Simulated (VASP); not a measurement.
# Hf12H (a cell with a defect) in VASP: relaxation of the atoms with PBEsol

Aim: the relaxation of the atoms of Hf12H (a cell with a defect) with PBEsol.

Everything below comes from runs of VASP 6.6.1. Logs are shortened: lines on timing, memory, paths and dates and some standing lists are left out, and cuts for length are marked.

## Step 1: The cell of the first run

The cell holds a defect, 13 atoms: a = 6.400 Å, b = 9.600 Å, c = 5.062 Å, α = 90.00°, β = 90.00°, γ = 120.00°.

## Step 2: Relaxation of the atoms, PBEsol

File INCAR:

```
  ALGO = Normal
  EDIFF = 1E-6
  EDIFFG = -0.08
  ENCUT = 520
  GGA = PS
  IBRION = 2
  ISIF = 2
  ISMEAR = -1
  KPAR = 2
  LASPH = True
  LCHARG = False
  LREAL = False
  LWAVE = False
  NELM = 100
  NSW = 45
  PREC = Accurate
  SIGMA = 0.1
```

File KPOINTS:

```
k-points
0
Gamma
  2 2 2
```

File POSCAR:

```
Hf12H
1.0
    6.4000000000      0.0000000000      0.0000000000
   -4.8000000000      8.3138440000      0.0000000000
    0.0000000000      0.0000000000      5.0624000000
Hf H
12 1
Direct
    0.0000000000      0.0000000000      0.0000000000
    0.1666667000      0.2222222000      0.5000000000
    0.0000000000      0.3333333000      0.0000000000
    0.1666667000      0.5555556000      0.5000000000
    0.0000000000      0.6666667000      0.0000000000
    0.1666667000      0.8888889000      0.5000000000
    0.5000000000      0.0000000000      0.0000000000
    0.6666667000      0.2222222000      0.5000000000
    0.5000000000      0.3333333000      0.0000000000
    0.6666667000      0.5555556000      0.5000000000
    0.5000000000      0.6666667000      0.0000000000
    0.6666667000      0.8888889000      0.5000000000
    0.8377145000      0.4524061000      0.2484058000
```

Potentials or basis: VASP PAW PBE potentials, release 64 (Hf_pv, H).

Command:

```bash
$ cat potpaw_PBE.64/Hf_pv/POTCAR potpaw_PBE.64/H/POTCAR > POTCAR
$ mpirun -np 2 vasp_std > vasp.out
```

OUTCAR:

```text
EDIFF = 1E-6
   EDIFFG = -0.08
   ENCUT = 520
   GGA = PS
   IBRION = 2
   ISIF = 2
   ISMEAR = -1
   LASPH = True
   LREAL = False
   NELM = 100
   NSW = 45
   PREC = Accurate

 ion  position               nearest neighbor table
   1  0.000  0.000  0.000-  12 3.13  12 3.13   2 3.13   2 3.13   6 3.13   6 3.13   5 3.20   3 3.20
                             9 3.20  11 3.20   7 3.20   7 3.20
   2  0.167  0.222  0.500-   9 3.13   9 3.13   1 3.13   1 3.13   3 3.13   3 3.13   6 3.20  12 3.20
                             8 3.20   8 3.20  10 3.20   4 3.20
   3  0.000  0.333  0.000-  13 2.27   8 3.13   8 3.13   2 3.13   2 3.13   4 3.13   4 3.13   1 3.20
                             7 3.20   9 3.20   9 3.20  11 3.20   5 3.20
   4  0.167  0.556  0.500-  13 2.22  11 3.13  11 3.13   5 3.13   5 3.13   3 3.13   3 3.13   6 3.20
                            12 3.20  10 3.20  10 3.20   8 3.20   2 3.20
   5  0.000  0.667  0.000-  13 2.18  10 3.13  10 3.13   6 3.13   6 3.13   4 3.13   4 3.13   1 3.20
                             7 3.20  11 3.20  11 3.20   9 3.20   3 3.20
   6  0.167  0.889  0.500-   7 3.13   7 3.13   5 3.13   5 3.13   1 3.13   1 3.13   4 3.20   2 3.20
                             8 3.20  10 3.20  12 3.20  12 3.20
   7  0.500  0.000  0.000-   6 3.13   6 3.13   8 3.13   8 3.13  12 3.13  12 3.13   9 3.20  11 3.20
                             3 3.20   5 3.20   1 3.20   1 3.20
   8  0.667  0.222  0.500-  13 2.30   3 3.13   3 3.13   7 3.13   7 3.13   9 3.13   9 3.13  12 3.20
                             6 3.20   2 3.20   2 3.20   4 3.20  10 3.20
   9  0.500  0.333  0.000-  13 2.26   2 3.13   2 3.13   8 3.13   8 3.13  10 3.13  10 3.13   7 3.20
                             1 3.20   3 3.20   3 3.20   5 3.20  11 3.20
  10  0.667  0.556  0.500-  13 2.21   5 3.13   5 3.13  11 3.13  11 3.13   9 3.13   9 3.13  12 3.20
                             6 3.20   4 3.20   4 3.20   2 3.20   8 3.20
  11  0.500  0.667  0.000-   4 3.13   4 3.13  12 3.13  12 3.13  10 3.13  10 3.13   7 3.20   1 3.20
                             5 3.20   5 3.20   3 3.20   9 3.20
  12  0.667  0.889  0.500-   1 3.13   1 3.13  11 3.13  11 3.13   7 3.13   7 3.13   8 3.20  10 3.20
                             2 3.20   4 3.20   6 3.20   6 3.20
  13  0.838  0.452  0.248-   5 2.18  10 2.21   4 2.22   9 2.26   3 2.27   8 2.30

  LATTYP: Found a simple monoclinic cell.
 ALAT       =     6.4000000000
 B/A-ratio  =     0.7910000000
 C/A-ratio  =     1.3228756745
 COS(beta)  =    -0.1889822338

  Lattice vectors:

 A1 = (   6.4000000000,   0.0000000000,   0.0000000000)
 A2 = (   0.0000000000,   0.0000000000,   5.0624000000)
 A3 = (  -1.6000000000,  -8.3138440000,   0.0000000000)

Analysis of symmetry for initial positions (statically):
=====================================================================
 Subroutine PRICEL returns:
 Original cell was already a primitive cell.

 Routine SETGRP: Setting up the symmetry group for a
 simple monoclinic supercell.

 Subroutine GETGRP returns: Found  1 space group operations
 (whereof  1 operations were pure point group operations)
 out of a pool of  4 trial point group operations.

The static configuration has the point symmetry C_1 .

Analysis of symmetry for dynamics (positions and initial velocities):
=====================================================================
 Subroutine PRICEL returns:
 Original cell was already a primitive cell.

 Routine SETGRP: Setting up the symmetry group for a
 simple monoclinic supercell.

 Subroutine GETGRP returns: Found  1 space group operations
 (whereof  1 operations were pure point group operations)
 out of a pool of  4 trial point group operations.

The dynamic configuration has the point symmetry C_1 .

 Subroutine INISYM returns: Found  1 space group operations
 (whereof  1 operations are pure point group operations),
 and found     1 'primitive' translations

----------------------------------------------------------------------------------------

                                     Primitive cell

  volume of cell :     269.3632

  direct lattice vectors                    reciprocal lattice vectors
     6.400000000  0.000000000  0.000000000     0.156250000  0.090210978  0.000000000
    -4.800000000  8.313844000  0.000000000     0.000000000  0.120281304  0.000000000
     0.000000000  0.000000000  5.062400000     0.000000000  0.000000000  0.197534766

  length of vectors
     6.400000000  9.600000107  5.062400000     0.180421958  0.120281304  0.197534766

  position of ions in fractional coordinates (direct lattice)
     0.000000000  0.000000000  0.000000000
     0.166666700  0.222222200  0.500000000
     1.000000000  0.333333300  0.000000000
     0.166666700  0.555555600  0.500000000
     1.000000000  0.666666700  0.000000000
     0.166666700  0.888888900  0.500000000
     0.500000000  0.000000000  0.000000000
     0.666666700  0.222222200  0.500000000
     0.500000000  0.333333300  0.000000000
     0.666666700  0.555555600  0.500000000
     0.500000000  0.666666700  0.000000000
     0.666666700  0.888888900  0.500000000
     0.837714500  0.452406100  0.248405800

  ion indices of the primitive-cell ions
   primitive index   ion index
                 1           1
                 2           2
                 3           3
                 4           4
                 5           5
                 6           6
                 7           7
                 8           8
                 9           9
                10          10
                11          11
                12          12
                13          13

----------------------------------------------------------------------------------------

 KPOINTS: k-points

Automatic generation of k-mesh.
 Grid dimensions read from file:
 generate k-points for:    2    2    2

 Generating k-lattice:

  Cartesian coordinates                     Fractional coordinates (reciprocal lattice)
     0.078125000  0.045105489  0.000000000     0.500000000 -0.000000000  0.000000000
     0.000000000  0.060140652  0.000000000     0.000000000  0.500000000  0.000000000
     0.000000000  0.000000000  0.098767383     0.000000000  0.000000000  0.500000000

  Length of vectors
     0.090210979  0.060140652  0.098767383

  Shift w.r.t. Gamma in fractional coordinates (k-lattice)
     0.000000000  0.000000000  0.000000000

 Subroutine IBZKPT returns following result:
 ===========================================

 Found      8 irreducible k-points:

 Following reciprocal coordinates:
            Coordinates               Weight
  0.000000  0.000000  0.000000      1.000000
  0.500000 -0.000000  0.000000      1.000000
  0.000000  0.500000  0.000000      1.000000
  0.500000  0.500000  0.000000      1.000000
  0.000000  0.000000  0.500000      1.000000
  0.500000 -0.000000  0.500000      1.000000
  0.000000  0.500000  0.500000      1.000000
  0.500000  0.500000  0.500000      1.000000
   k-points           NKPTS =      8   k-points in BZ     NKDIM =      8   number of bands    NBANDS=     72
   number of dos      NEDOS =    301   number of ions     NIONS =     13
   total plane-waves  NPLWV = 138240
   dimension x,y,z NGX =    48 NGY =   72 NGZ =   40
   dimension x,y,z NGXF=    96 NGYF=  144 NGZF=   80
   ions per type =              12   1
   NGX,Y,Z   is equivalent  to a cutoff of  12.47, 12.47, 13.14 a.u.
   NGXF,Y,Z  is equivalent  to a cutoff of  24.94, 24.94, 26.27 a.u.
 SYSTEM =  unknown system
   PREC   = accura    normal or accurate (medium, high low for compatibility)
   ISTART =      0    job   : 0-new  1-cont  2-samecut
   ICHARG =      2    charge: 1-file 2-atom 10-const
   ISPIN  =      1    spin polarized calculation?
   LNONCOLLINEAR =      F non collinear calculations
   LSORBIT =      F    spin-orbit coupling
   LASPH  =      T    aspherical Exc in radial PAW
   ENCUT  =  520.0 eV  38.22 Ry    6.18 a.u.  11.90 17.85  9.41*2*pi/ulx,y,z
   NELM   =    100;   NELMIN=  2; NELMDL= -5     # of ELM steps
   EDIFF  = 0.1E-05   stopping-criterion for ELM
   LREAL  =      F    real-space projection
   EDIFFG = -.8E-01   stopping-criterion for IOM
   NSW    =     45    number of steps for IOM
   IBRION =      2    ionic relax: 0-MD 1-quasi-New 2-CG
   NFREE  =      1    steps in history (QN), initial steepest desc. (CG)
   ISIF   =      2    stress and relaxation
   ISYM   =      2    0-nonsym 1-usesym 2-fastsym
   POTIM  = 0.5000    time-step for ionic-motion
   TEBEG  =    0.0;   TEEND  =   0.0 temperature during run
   PSTRESS=    0.0 pullay stress
   NELECT =     121.0000    total number of electrons
   NUPDOWN=      -1.0000    fix difference up-down
   EMIN   =  10.00;   EMAX   =-10.00  energy-range for DOS
   EFERMI =   0.00;   METHOD = LEGACY
   ISMEAR =    -1;   SIGMA  =   0.10  broadening in eV -4-tet -1-fermi 0-gaus
   EFERMI_NEDOS =   21; number of points for ismear=-14 and -15
   IALGO  =     38    algorithm
   IMIX   =      4    mixing-type and parameters
     AMIX     =   0.40;   BMIX     =  1.00
     AMIX_MAG =   1.60;   BMIX_MAG =  1.00
  volume/ion in A,a.u.               =      20.72       139.83
  Fermi-wavevector in a.u.,A,eV,Ry     =   1.253787  2.369314 21.388120  1.571982
  Thomas-Fermi vector in A             =   2.387623
   LORBIT       =      0    0 simple, 1 ext, 2 COOP (PROOUT), +10 PAW based schemes
   GGA     = PS    functional components
   LHFCALC =     F    Hartree Fock is set to
   AEXX    =    0.0000 exact exchange contribution
   IVDW    =     0    specifies the selected vdW correction
   LEPSILON=     F    determine dielectric tensor
   LRPA    =     F    only Hartree local field effects (RPA)
 conjugate gradient relaxation of ions
 non-spin polarized calculation
  energy-cutoff  :      520.00
  volume of cell :      269.36
 maximum number of plane-waves:      7280
 NGX is ok and might be reduce to    48
   NGX = 23   NGY = 35   NGZ = 19

--------------------------------------- Ionic step        1  -------------------------------------------

 number of electron     121.0000027 magnetization

 Free energy of the ion-electron system (eV)
  ---------------------------------------------------
  ext. energy  EPLUGINS =         0.00000000
  ---------------------------------------------------
  free energy    TOTEN  =      -129.29679419 eV

  energy without entropy =     -128.90684212  energy(sigma->0) =     -129.10181816

------------------------ aborting loop because EDIFF is reached ----------------------------------------

  FORCE on cell =-STRESS in cart. coord.  units (eV):
  Direction    XX          YY          ZZ          XY          YZ          ZX
  --------------------------------------------------------------------------------------
  -------------------------------------------------------------------------------------
  Total       -7.6211897     -7.2966764     -4.3765468     -0.1399114      0.0995927     -0.0222916
  in kB      -45.3309739    -43.4007633    -26.0317798     -0.8321958      0.5923793     -0.1325908
  external PRESSURE =     -38.2545056 kB  Pullay stress =       0.0000000 kB
[... 173 lines left out ...]
  energy  without entropy=     -128.9770148567  energy(sigma->0) =     -129.16637755

--------------------------------------- Ionic step        5  -------------------------------------------

 number of electron     121.0000006 magnetization

 Free energy of the ion-electron system (eV)
  ---------------------------------------------------
  ext. energy  EPLUGINS =         0.00000000
  ---------------------------------------------------
  free energy    TOTEN  =      -129.35795900 eV

  energy without entropy =     -128.98372444  energy(sigma->0) =     -129.17084172

 E-fermi :   4.6844     XC(G=0): -11.4186

 val. band max:        4.6325232778   @ k =   0.0000   0.5000   0.0000
 cond. band min:       4.7077353186   @ k =   0.5000   0.5000   0.5000
 fundamental gap:      0.0752120407
 Fermi energy:         4.6844118115

 k-point     1 :       0.0000    0.0000    0.0000
  band No.  band energies     occupation
      1     -26.2290      2.00000
      2     -26.0607      2.00000
      3     -26.0174      2.00000
      4     -25.9823      2.00000
      5     -25.9633      2.00000
      6     -25.9586      2.00000
[... 629 lines left out ...]
  FREE ENERGIE OF THE ION-ELECTRON SYSTEM (eV)
  ---------------------------------------------------
  free  energy   TOTEN  =      -129.3579589988 eV

  energy  without entropy=     -128.9837244430  energy(sigma->0) =     -129.17084172

 reached required accuracy - stopping structural energy minimisation
```

Run time: 5.8 min. Hardware: 2 MPI ranks of Intel Xeon Platinum 8375C at 2.90GHz (Ice Lake), shared host; peak memory 0.44 GiB.

What came out:

* Free energy: -129.3580 eV
* Energy gained by relaxing: 4.7 meV/atom
* Ionic steps: 5
* Pressure after relaxing: -3.9 GPa
* Largest force after relaxing: 0.065 eV/Å
* Band gap on the k mesh: zero (an odd number of electrons rules out a gap without spin polarisation)

Forces on the atoms (eV/Å):
```
Hf  -0.020 -0.037  0.006
Hf  -0.016  0.051 -0.005
Hf   0.019 -0.007 -0.013
Hf  -0.007 -0.001  0.006
Hf   0.000 -0.025  0.012
Hf  -0.045 -0.006  0.002
Hf   0.043  0.010 -0.001
Hf   0.000  0.036 -0.016
Hf   0.008  0.012 -0.006
Hf  -0.024  0.019  0.011
Hf   0.016 -0.040  0.001
Hf   0.018  0.053 -0.009
H    0.008 -0.063  0.011
```

The path:
| step | energy change (eV) | largest force (eV/Å) | pressure (GPa) |
| --- | --- | --- | --- |
| 1 | 0.0000 | 0.4759 | -3.83 |
| 2 | -0.0393 | 0.2553 | -3.88 |
| 3 | -0.0550 | 0.1219 | -3.88 |
| 4 | -0.0589 | 0.0829 | -3.87 |
| 5 | -0.0612 | 0.0649 | -3.85 |

Final structure:
```yaml
crystal:
  lattice:
    - [6.40000, 0.00000, 0.00000]
    - [-4.80000, 8.31384, 0.00000]
    - [0.00000, 0.00000, 5.06240]
  atoms:
    - { symbol: Hf, position: [0.00202, 0.99985, 0.99736] }
    - { symbol: Hf, position: [0.16541, 0.22111, 0.49926] }
    - { symbol: Hf, position: [0.00358, 0.32950, 0.99896] }
    - { symbol: Hf, position: [0.17468, 0.56063, 0.50007] }
    - { symbol: Hf, position: [0.00440, 0.67088, 0.00186] }
    - { symbol: Hf, position: [0.16964, 0.89170, 0.50076] }
    - { symbol: Hf, position: [0.49776, 0.99809, 0.99916] }
    - { symbol: Hf, position: [0.66270, 0.21879, 0.49789] }
    - { symbol: Hf, position: [0.49213, 0.32880, 0.99961] }
    - { symbol: Hf, position: [0.66355, 0.55996, 0.50070] }
    - { symbol: Hf, position: [0.50139, 0.66832, 0.00064] }
    - { symbol: Hf, position: [0.66473, 0.88931, 0.50289] }
    - { symbol: H, position: [0.83572, 0.44880, 0.24923] }
```

Levels at points of the mesh, in eV from the Fermi level:
```
           k point  band 57  band 58  band 59  band 60  band 61  band 62  band 63  band 64
(0.00, 0.00, 0.00)    -0.66    -0.55     0.30     0.57     0.61     0.75     0.87     0.90
(0.50, 0.00, 0.00)    -0.73    -0.72    -0.52    -0.44     0.23     0.44     0.61     0.71
(0.00, 0.50, 0.00)    -0.35    -0.19    -0.05     0.14     0.33     0.61     0.68     0.87
(0.50, 0.50, 0.00)    -0.80    -0.61    -0.47    -0.38     0.20     0.47     0.47     0.65
(0.00, 0.00, 0.50)    -0.64    -0.60    -0.35     0.06     0.18     0.21     0.23     0.26
(0.50, 0.00, 0.50)    -0.63    -0.61    -0.53    -0.49    -0.20    -0.16    -0.12    -0.12
(0.00, 0.50, 0.50)    -0.51    -0.35    -0.29    -0.22    -0.09     0.09     0.20     0.22
(0.50, 0.50, 0.50)    -0.52    -0.52    -0.49    -0.40    -0.17    -0.09     0.02     0.03
```

Caveat: the k points lie up to 0.62 Å⁻¹ apart, too coarse for converged energies and pressures of a metal; the PAW data sets were made with another functional, which shifts forces and pressure a little; spin-orbit coupling is left out, which moves the levels of the heavy elements; the relaxation stopped at a loose force limit of 0.08 eV/Å, so its end isn't a converged minimum.

The gap in the log of VASP goes by the Fermi energy; the results here count the filled bands.